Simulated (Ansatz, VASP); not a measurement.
Rh: VASP beside Ansatz

The input POSCAR:

```
Rh
1.0
    0.0000000000      1.9300732500      1.9300732500
    1.9300732500      0.0000000000      1.9300732500
    1.9300732500      1.9300732500      0.0000000000
Rh
1
Direct
    0.0000000000      0.0000000000      0.0000000000
```

INCAR.step1

```
SYSTEM = Rh
  PREC = Accurate
  ENCUT = 580
  ISMEAR = 0
  SIGMA = 0.15
  LREAL = .False.
  LASPH = .True.
  NELM = 120
  NBANDS = 14
  GGA = PE
  ALGO = Normal
  EDIFF = 1E-5
  LWAVE = .True.
  LCHARG = .False.
  GGA_COMPAT = .False.
```

INCAR.step2

```
SYSTEM = Rh
  PREC = Accurate
  ENCUT = 580
  EDIFF = 1E-6
  ISMEAR = 0
  SIGMA = 0.15
  LREAL = .False.
  LASPH = .True.
  NELM = 120
  ALGO = Normal
  ISIF = 2
  LWAVE = .False.
  LCHARG = .False.
  METAGGA = R2SCAN
  LMIXTAU = .True.
  NBANDS = 14
  ISTART = 1
  GGA_COMPAT = .False.
```

File KPOINTS:

```
regular mesh
0
Gamma
  22 22 22
  0 0 0
```

Input for Ansatz:

```yaml
crystal:
  lattice:
    - [0.0, 1.93007325, 1.93007325]
    - [1.93007325, 0.0, 1.93007325]
    - [1.93007325, 1.93007325, 0.0]
  atoms:
    - { symbol: Rh, position: [0.0, 0.0, 0.0] }
basis:
  ecutwfc: 500
kpoints:
  mp_grid: { grid: [22, 22, 22] }
hamiltonian:
  xc: r2scan
scf:
  occupations: { method: gaussian, width: 0.15 }
output:
  forces: true
  stress: true
  eigenvalues: true
```

Change from the starting cell: strain +0.015 along x and y, +0.015 along z, atoms carried along.

Alike in both runs: task single point; functional r2SCAN; k mesh 22 × 22 × 22; occupations gaussian, width 0.15 eV; no spin polarisation.

```csv
,VASP,Ansatz
version,VASP 6.6.1,Ansatz 0.2.0
potentials or method,"VASP PAW PBE potentials, release 64 (Rh_sv_GW), cutoff 580 eV","scalar-relativistic, plane waves, PAW"
valence electrons in the cell,17,17
```

VASP gave:

```
gap on the k mesh at the Fermi level (eV) : none
pressure (GPa)                            : -13.2
```

**Question.** What did Ansatz give for the same quantities?

**Answer.** gap on the k mesh at the Fermi level (eV): none; pressure (GPa): -11.7.

VASP's potentials were made for PBE, not for r2SCAN. A gap of «none» marks a metal or a gap that the smearing closes.
